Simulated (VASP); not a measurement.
Wanted: the native input for a VASP 6.6.1 run.

- Task: single point
- Functional: r2SCAN
- Potentials or basis: VASP PAW PBE potentials, release 64 (Ge_d)
- Cutoff: 520 eV
- k mesh: 8 × 8 × 8
- Occupations: fermi-dirac, width 0.02 eV
- Spin: no spin polarisation
- Dipole correction: no
- Further INCAR settings: ALGO = Normal; EDIFF = 1e-06; NBANDS = 21

Ge:

```
Ge
1.0
     0.02085    2.83687    2.83687
     2.83687    0.02085    2.83687
     2.85772    2.85772    0.00000
Ge
2
Direct
  0.00091 0.00091 0.99909
  0.24909 0.24909 0.25091
```

This cell differs from its parent crystal: shear xy strain +1.5%.

The input as run:

POSCAR

```
Ge
1.0
    0.0208510203      2.8368735119      2.8368735119
    2.8368735119      0.0208510203      2.8368735119
    2.8577245322      2.8577245322      0.0000000000
Ge
2
Direct
    0.0009085316      0.0009085316     -0.0009085316
    0.2490914684      0.2490914684      0.2509085316
```

INCAR.step1

```
PREC = Accurate
ENCUT = 520
ISMEAR = -1
SIGMA = 0.02
LREAL = F
LASPH = T
NELM = 80
NBANDS = 21
GGA = PE
ALGO = Normal
EDIFF = 1E-4
LWAVE = T
LCHARG = F
```

INCAR.step2

```
PREC = Accurate
ENCUT = 520
EDIFF = 1E-6
ISMEAR = -1
SIGMA = 0.02
LREAL = F
LASPH = T
NELM = 80
ALGO = Normal
ISIF = 2
LWAVE = F
LCHARG = F
METAGGA = R2SCAN
LMIXTAU = T
NBANDS = 21
ISTART = 1
```

KPOINTS

```
regular mesh
0
Gamma
  8 8 8
```

Potentials or basis: VASP PAW PBE potentials, release 64 (Ge_d).

The run is started by

```bash
$ cat potpaw_PBE.64/Ge_d/POTCAR > POTCAR
$ cp INCAR.step1 INCAR
$ mpirun -np 1 vasp_std > vasp.out
$ cp INCAR.step2 INCAR
$ mpirun -np 1 vasp_std > vasp.out
```

Results of the run:

| Quantity | Value |
| --- | --- |
| Pressure | 0.1 GPa |
| Band gap on the k mesh | 0.25 eV |

Caveat: the cell differs from its parent crystal (shear xy strain +1.5%); the PAW data sets were made with another functional, which shifts forces and pressure a little.

It took 2.6 min on 1 thread of Intel(R) Xeon(R) Platinum 8488C (Sapphire Rapids), with other jobs on the host, peak memory 0.21 GiB.
